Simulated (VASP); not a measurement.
# Sn (C2/c) in VASP: further runs

Runs on Sn. Level: PBE. Tasks: single point.

Everything below comes from runs of VASP 6.6.1. Logs are shortened: lines on timing, memory, paths and dates and some standing lists are left out, and cuts for length are marked.

**1. The cell of the first run**

The typed cell holds 2 atoms: a = 4.507 Å, b = 4.507 Å, c = 4.504 Å, α = 97.25°, β = 97.25°, γ = 138.32°.

**2. Single point, PBE**

INCAR

```
PREC = Accurate ; ENCUT = 520
EDIFF = 1E-6 ; ISMEAR = 1
SIGMA = 0.2 ; LREAL = False
LASPH = True ; NELM = 60
ALGO = Normal ; ISIF = 2
LWAVE = False ; LCHARG = True
GGA = PE ; LELF = True
LVHAR = True ; NBANDS = 21
```

KPOINTS

```
Automatic mesh
0
Gamma
  11 11 8
```

POSCAR

```
Sn
1.0
   -2.9773321013      2.9790067394      1.6030901642
    2.9790067394     -2.9773321013      1.6030901642
    2.9770686044      2.9770686044     -1.6000204610
Sn
2
Direct
    0.0000231878      0.9999768122      0.0000000000
    0.7499768122      0.2500231878      0.5000000000
```

Potentials or basis: VASP PAW PBE potentials, release 64 (Sn_d).

Launch:

```sh
cat potpaw_PBE.64/Sn_d/POTCAR > POTCAR
mpirun -np 1 vasp_std > vasp.out
```

OUTCAR:

```text
PREC = Accurate
   ENCUT = 520
   EDIFF = 1E-6
   ISMEAR = 1
   LREAL = False
   LASPH = True
   NELM = 60
   ISIF = 2
   GGA = PE

 ion  position               nearest neighbor table
   1  0.000  1.000  0.000-   2 3.08   2 3.08   2 3.08   2 3.08
   2  0.750  0.250  0.500-   1 3.08   1 3.08   1 3.08   1 3.08

  LATTYP: Found a base centered monoclinic cell.
 ALAT       =     3.2061812031
 B/A-ratio  =     2.6272798189
 C/A-ratio  =     1.4047838613
 COS(beta)  =    -0.3545544096

  Lattice vectors:

 A1 = (  -2.9773321013,   2.9790067394,   1.6030901642)
 A2 = (   2.9790067394,  -2.9773321013,   1.6030901642)
 A3 = (   2.9770686044,   2.9770686044,  -1.6000204610)

Analysis of symmetry for initial positions (statically):
=====================================================================
 Subroutine PRICEL returns:
 Original cell was already a primitive cell.

 Routine SETGRP: Setting up the symmetry group for a
 base centered monoclinic supercell.

 Subroutine GETGRP returns: Found  4 space group operations
 (whereof  2 operations were pure point group operations)
 out of a pool of  4 trial point group operations.

The static configuration has the point symmetry C_2 .
 The point group associated with its full space group is C_2h.

Analysis of symmetry for dynamics (positions and initial velocities):
=====================================================================
 Subroutine PRICEL returns:
 Original cell was already a primitive cell.

 Routine SETGRP: Setting up the symmetry group for a
 base centered monoclinic supercell.

 Subroutine GETGRP returns: Found  4 space group operations
 (whereof  2 operations were pure point group operations)
 out of a pool of  4 trial point group operations.

The dynamic configuration has the point symmetry C_2 .
 The point group associated with its full space group is C_2h.

 Subroutine INISYM returns: Found  4 space group operations
 (whereof  2 operations are pure point group operations),
 and found     1 'primitive' translations

----------------------------------------------------------------------------------------

                                     Primitive cell

  volume of cell :      56.8693

  direct lattice vectors                    reciprocal lattice vectors
    -2.977332101  2.979006739  1.603090164    -0.000153283  0.167735084  0.311810085
[... 70 lines left out ...]
   total plane-waves  NPLWV =  46656
   dimension x,y,z NGX =    36 NGY =   36 NGZ =   36
   dimension x,y,z NGXF=    72 NGYF=   72 NGZF=   72
   ions per type =               2
   NGX,Y,Z   is equivalent  to a cutoff of  13.28, 13.28, 13.29 a.u.
   NGXF,Y,Z  is equivalent  to a cutoff of  26.56, 26.56, 26.58 a.u.
 SYSTEM =  unknown system
   PREC   = accura    normal or accurate (medium, high low for compatibility)
   ISTART =      0    job   : 0-new  1-cont  2-samecut
   ICHARG =      2    charge: 1-file 2-atom 10-const
   ISPIN  =      1    spin polarized calculation?
   LNONCOLLINEAR =      F non collinear calculations
   LSORBIT =      F    spin-orbit coupling
   LASPH  =      T    aspherical Exc in radial PAW
   ENCUT  =  520.0 eV  38.22 Ry    6.18 a.u.   8.38  8.38  8.37*2*pi/ulx,y,z
   NELM   =     60;   NELMIN=  2; NELMDL= -5     # of ELM steps
   EDIFF  = 0.1E-05   stopping-criterion for ELM
   LREAL  =      F    real-space projection
[... 7 lines left out ...]
   TEBEG  =    0.0;   TEEND  =   0.0 temperature during run
   PSTRESS=    0.0 pullay stress
   NELECT =      28.0000    total number of electrons
   NUPDOWN=      -1.0000    fix difference up-down
   EMIN   =  10.00;   EMAX   =-10.00  energy-range for DOS
   EFERMI =   0.00;   METHOD = LEGACY
   ISMEAR =     1;   SIGMA  =   0.20  broadening in eV -4-tet -1-fermi 0-gaus
   EFERMI_NEDOS =   21; number of points for ismear=-14 and -15
   IALGO  =     38    algorithm
   IMIX   =      4    mixing-type and parameters
     AMIX     =   0.40;   BMIX     =  1.00
     AMIX_MAG =   1.60;   BMIX_MAG =  1.00
  volume/ion in A,a.u.               =      28.43       191.89
  Fermi-wavevector in a.u.,A,eV,Ry     =   1.292711  2.442870 22.736723  1.671102
  Thomas-Fermi vector in A             =   2.424402
   LORBIT       =      0    0 simple, 1 ext, 2 COOP (PROOUT), +10 PAW based schemes
   GGA     = PE    functional components
   LHFCALC =     F    Hartree Fock is set to
   AEXX    =    0.0000 exact exchange contribution
   IVDW    =     0    specifies the selected vdW correction
   LEPSILON=     F    determine dielectric tensor
   LRPA    =     F    only Hartree local field effects (RPA)
 non-spin polarized calculation
 Methfessel and Paxton  Order N= 1 SIGMA  =   0.20
  energy-cutoff  :      520.00
  volume of cell :       56.87
 maximum number of plane-waves:      1549
 NGX is ok and might be reduce to    36
   NGX = 17   NGY = 17   NGZ = 17

 number of electron      27.9999994 magnetization

 Free energy of the ion-electron system (eV)
  ---------------------------------------------------
  ext. energy  EPLUGINS =         0.00000000
  ---------------------------------------------------
  free energy    TOTEN  =        -7.61895795 eV

  energy without entropy =       -7.62091795  energy(sigma->0) =       -7.61961128

 E-fermi :   7.3686     XC(G=0): -10.0869

 val. band max:        7.3668279921   @ k =   0.1818   0.0909  -0.0000
 cond. band min:       7.3688096600   @ k =   0.4545   0.2727   0.1250
 fundamental gap:      0.0019816679
 Fermi energy:         7.3685910183

 k-point     1 :       0.0000    0.0000    0.0000
  band No.  band energies     occupation
      1     -14.1799      2.00000
      2     -14.1202      2.00000
      3     -14.0713      2.00000
      4     -14.0694      2.00000
      5     -13.9313      2.00000
      6     -13.9312      2.00000
[... 565 lines left out ...]
     20      17.4690      0.00000
     21      17.6343      0.00000

 [... further k-points ...]
[... 5 lines left out ...]
  --------------------------------------------------------------------------------------
  -------------------------------------------------------------------------------------
  Total       -0.0193533     -0.0193533     -0.0679797      0.0003537     -0.0033365     -0.0033365
  in kB       -0.5452401     -0.5452401     -1.9151886      0.0099635     -0.0940002     -0.0939981
  external PRESSURE =      -1.0018896 kB  Pullay stress =       0.0000000 kB

 VOLUME and BASIS-vectors are now :
 -----------------------------------------------------------------------------
  energy-cutoff  :      520.00
  volume of cell :       56.87
      direct lattice vectors                 reciprocal lattice vectors
    -2.977332101  2.979006739  1.603090164    -0.000153283  0.167735084  0.311810085
     2.979006739 -2.977332101  1.603090164     0.167735084 -0.000153283  0.311810085
     2.977068604  2.977068604 -1.600020461     0.167903313  0.167903313 -0.000175397

 POSITION                                       TOTAL-FORCE (eV/Angst)
 -----------------------------------------------------------------------------------
      2.97887     -2.97719      1.60309        -0.001868      0.001868     -0.000000
      0.00043      2.97832      0.80308         0.001868     -0.001868      0.000000
 -----------------------------------------------------------------------------------
    total drift:                                0.000000     -0.000000      0.000000

  FREE ENERGIE OF THE ION-ELECTRON SYSTEM (eV)
  ---------------------------------------------------
  free  energy   TOTEN  =        -7.6189579496 eV

  energy  without entropy=       -7.6209179490  energy(sigma->0) =       -7.61961128
```

OSZICAR:

```text
N       E                     dE             d eps       ncg     rms          rms(c)
DAV:   1     0.222571749035E+03    0.22257E+03   -0.14418E+04 11463   0.204E+03
DAV:   2     0.155552848943E+02   -0.20702E+03   -0.20292E+03 11445   0.454E+02
DAV:   3    -0.688724695473E+01   -0.22443E+02   -0.22269E+02 13208   0.135E+02
DAV:   4    -0.760553125494E+01   -0.71828E+00   -0.71781E+00 12788   0.267E+01
DAV:   5    -0.763487965483E+01   -0.29348E-01   -0.29348E-01 16222   0.509E+00    0.218E+00
DAV:   6    -0.762152162232E+01    0.13358E-01   -0.30680E-02 15342   0.241E+00    0.122E+00
DAV:   7    -0.761896146725E+01    0.25602E-02   -0.17500E-02 15345   0.182E+00    0.161E-01
DAV:   8    -0.761895085032E+01    0.10617E-04   -0.18594E-03 13788   0.566E-01    0.380E-02
DAV:   9    -0.761895858480E+01   -0.77345E-05   -0.58285E-05 15384   0.676E-02    0.115E-02
DAV:  10    -0.761895794956E+01    0.63524E-06   -0.68145E-06 13552   0.351E-02
   1 F= -.76189579E+01 E0= -.76196113E+01  d E =0.196000E-02
```

Run time: 4.5 min. Hardware: 1 thread of Intel Xeon 8259CL, shared host; peak memory 0.39 GiB.

Results:

```yaml
Free_energy: -7.6190 eV
Pressure: -0.1 GPa
Band_gap_on_the_k_mesh: zero (bands 14 and 15 overlap by 3.51 eV)
```

Forces in eV/Å, atoms in the order of the input:
```
Sn  -0.002  0.002  0.000
Sn   0.002 -0.002  0.000
```

Caveat: spin-orbit coupling is left out, which moves the levels of the heavy elements.

**3. Single point, PBE**

INCAR

```
  PREC = Accurate
  ENCUT = 520
  EDIFF = 1E-6
  ISMEAR = 1
  SIGMA = 0.3
  LREAL = False
  LASPH = True
  NELM = 80
  ALGO = Normal
  ISIF = 2
  LWAVE = False
  LCHARG = True
  GGA = PE
  LELF = True
  LVHAR = True
  NBANDS = 21
```

KPOINTS

```
regular mesh
0
Gamma
  11 11 8
```

POSCAR is that of step 2.

Potentials or basis: VASP PAW PBE potentials, release 64 (Sn_d).

Launch:

```sh
cat potpaw_PBE.64/Sn_d/POTCAR > POTCAR
mpirun -np 1 vasp_std > vasp.out
```

It took 4.3 min on 1 thread of Intel Xeon 8259CL, shared host; peak memory 0.39 GiB.

It converged, with:

```
Free energy            : -7.6179 eV
Pressure               : -0.1 GPa
Band gap on the k mesh : zero (bands 14 and 15 overlap by 3.51 eV)
```

Levels at points of the mesh, in eV from the Fermi level:
| k point | band 11 | band 12 | band 13 | band 14 | band 15 | band 16 | band 17 | band 18 |
| --- | --- | --- | --- | --- | --- | --- | --- | --- |
| (0.00, 0.00, 0.00) | -10.76 | -3.85 | -1.86 | -1.86 | 3.04 | 5.94 | 5.94 | 6.75 |
| (0.00, 0.00, 0.50) | -8.63 | -8.63 | 0.58 | 0.58 | 1.44 | 1.44 | 6.04 | 6.04 |

Caveat: spin-orbit coupling is left out, which moves the levels of the heavy elements.

**4. Single point, PBE (25.02 Å³/atom)**

This run uses another cell than the first one, of 25.02 Å³/atom.

INCAR

```
SYSTEM = Sn
PREC = Accurate
ENCUT = 520
EDIFF = 1E-6
ISMEAR = -1
SIGMA = 0.1
LREAL = .False.
LASPH = .True.
NELM = 80
ALGO = Normal
ISIF = 2
LWAVE = .False.
LCHARG = .False.
GGA = PE
NBANDS = 21
```

KPOINTS

```
regular mesh
0
Gamma
  18 18 12
  0 0 0
```

POSCAR

```
Sn
1.0
   -2.8531296302      2.8547344091      1.5362156091
    2.8547344091     -2.8531296302      1.5362156091
    2.8528771254      2.8528771254     -1.5332739617
Sn
2
Direct
    0.0000231878      0.9999768122      0.0000000000
    0.7499768122      0.2500231878      0.5000000000
```

Launch:

```sh
cat potpaw_PBE.64/Sn_d/POTCAR > POTCAR
mpirun -np 1 vasp_std > vasp.out
```

Wall time 12 min (1 thread of Oxide Virtual Turin-like, shared host); peak memory 0.83 GiB.

It converged, with:

```
Free energy            : -7.4716 eV
Pressure               : 8.1 GPa
Band gap on the k mesh : zero (bands 14 and 15 overlap by 4.73 eV)
```

Stress tensor (GPa, compression positive):
```
 7.97 -0.03 -0.01
-0.03  7.97 -0.01
-0.01 -0.01  8.45
```

Levels at points of the mesh, in eV from the Fermi level:
| k point | band 12 | band 13 | band 14 | band 15 | band 16 | band 17 |
| --- | --- | --- | --- | --- | --- | --- |
| (0.00, 0.00, 0.00) | -3.51 | -2.26 | -2.25 | 2.80 | 6.53 | 6.53 |
| (0.50, 0.00, 0.00) | -5.66 | -2.24 | -1.94 | -1.24 | 2.19 | 3.05 |
| (0.50, 0.50, 0.00) | -9.38 | 0.52 | 0.52 | 1.64 | 1.64 | 6.56 |
| (0.00, 0.00, 0.50) | -9.38 | 0.52 | 0.52 | 1.64 | 1.64 | 6.57 |
| (0.50, 0.00, 0.50) | -5.65 | -2.25 | -1.94 | -1.25 | 2.18 | 3.03 |
| (0.50, 0.50, 0.50) | -7.83 | -5.30 | -5.30 | 5.56 | 5.56 | 10.04 |

Caveat: the cell stands under pressure; spin-orbit coupling is left out, which moves the levels of the heavy elements.

**5. The runs side by side**

| cell | k mesh | smearing | gap on the mesh (eV) | pressure (GPa) |
| --- | --- | --- | --- | --- |
| a = 4.507, b = 4.507, c = 4.504 Å, angles 97.2, 97.2, 138.3°, 2 atoms | 11 × 11 × 8 | methfessel-paxton 0.2 eV | none | -0.1 |
| a = 4.507, b = 4.507, c = 4.504 Å, angles 97.2, 97.2, 138.3°, 2 atoms | 11 × 11 × 8 | methfessel-paxton 0.3 eV | none | -0.1 |
| a = 4.319, b = 4.319, c = 4.316 Å, angles 97.2, 97.2, 138.3°, 2 atoms | 18 × 18 × 12 | fermi-dirac 0.1 eV | none | 8.1 |

Alike in all rows: task single point; level PBE; potentials or basis VASP PAW PBE potentials, release 64 (Sn_d); no spin polarisation; cutoff (eV) 520.

Caveats: spin-orbit coupling is left out, which moves the levels of the heavy elements; the cell stands under pressure (at least some runs).

Absolute energies hang on the potentials; compare differences alone.
